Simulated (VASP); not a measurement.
The system is B.

```
B
1.0
     2.40670    1.28515    2.66608
    -2.43738    1.30980    2.68102
     0.00600   -2.73035    2.74453
B
8
Direct
  0.30751 0.25520 0.19593
  0.27040 0.26037 0.77256
  0.23026 0.77385 0.21128
  0.18516 0.73814 0.78780
  0.78983 0.17479 0.23554
  0.73436 0.30369 0.75948
  0.75047 0.74903 0.24223
  0.73201 0.74492 0.79519
```

- Program: VASP 6.6.1
- Task: relaxation of cell and atoms
- Functional: PBEsol
- Potentials or basis: VASP PAW PBE potentials, release 64 (B)
- Cutoff: 600 eV
- k mesh: 6 × 6 × 6
- Occupations: gaussian, width 0.1 eV
- Spin: no spin polarisation

At the start: pressure 0.2 GPa; volume 6.58 Å³/atom.

**Question.** Where does the relaxation end?

**Answer.** Over 66 steps the energy falls by 755.7 meV/atom and the volume is 6.64 Å³/atom (+0.9 %); space group P1 (No. 1, to 0.1 Å) before, C2/m (No. 12, to 0.1 Å).

Step by step:
```
step  energy change (eV)  largest force (eV/Å)  pressure (GPa)  volume (Å³)
   1              0.0000                3.1431            0.18        52.61
   3             -1.0051                0.8485          -11.08        52.65
   5             -1.1549                0.9120            0.28        50.31
   7             -1.2861                0.7624            1.92        49.74
   9             -1.5227                1.0598           -5.26        50.49
  11             -1.6160                0.8857           -3.55        50.10
  13             -1.8203                0.8468            1.28        49.27
  15             -1.8925                0.6039            3.93        49.13
  17             -2.0069                0.8718           -2.83        51.30
  19             -2.0787                0.5191           -0.59        50.99
  21             -2.1760                0.4504            1.32        51.44
  23             -1.7251                7.5678           14.69        54.29
  25             -2.2918                1.7525            4.46        52.73
  27             -2.4449                2.4358            5.03        53.58
  29             -2.6655                3.7814            5.92        55.08
  31             -3.1486                2.5631           -0.60        58.50
  33             -3.3083                2.0186           -0.34        58.17
  35             -3.6216                2.2749           -1.67        58.12
  37             -4.3096                1.7378           -5.00        57.63
  39             -4.9331                1.9471           -7.34        55.92
  41             -5.1172                1.8549           -5.36        54.90
  43             -5.7728                1.3180           -0.12        53.23
  45             -5.8162                1.4101            2.40        52.73
  47             -5.9711                0.5690           -0.57        53.07
  49             -6.0168                0.3004            0.12        52.97
  51             -6.0313                0.1800           -0.18        52.98
  53             -6.0374                0.1374            0.53        52.93
  55             -6.0413                0.1162           -0.53        53.18
  57             -6.0435                0.0881           -0.26        53.15
  59             -6.0444                0.0290            0.13        53.07
  61             -6.0448                0.0328           -0.13        53.11
  63             -6.0450                0.0358            0.02        53.08
  65             -6.0453                0.0238            0.08        53.06
  66             -6.0454                0.0102           -0.01        53.08
```

Final structure:
```xyz
8
Lattice="1.7174 1.3317 2.1899 -2.2373 1.4545 2.5529 -0.0846 -3.9804 2.9485" Properties=species:S:1:pos:R:3 pbc="T T T"
B    -0.3503    0.1582    1.8840
B     0.0055   -2.7453    3.4357
B    -1.4692    0.8854    3.1601
B    -1.1127   -2.0177    4.7132
B     0.9090   -0.0876    3.0591
B     0.4637   -1.1680    4.4506
B    -0.2101    0.6394    4.3350
B    -0.6541   -0.4409    5.7276
```

Caveat: a cell axis changed by over 15 % at a fixed basis, so the end point is rough; the PAW data sets were made with another functional, which shifts forces and pressure a little.
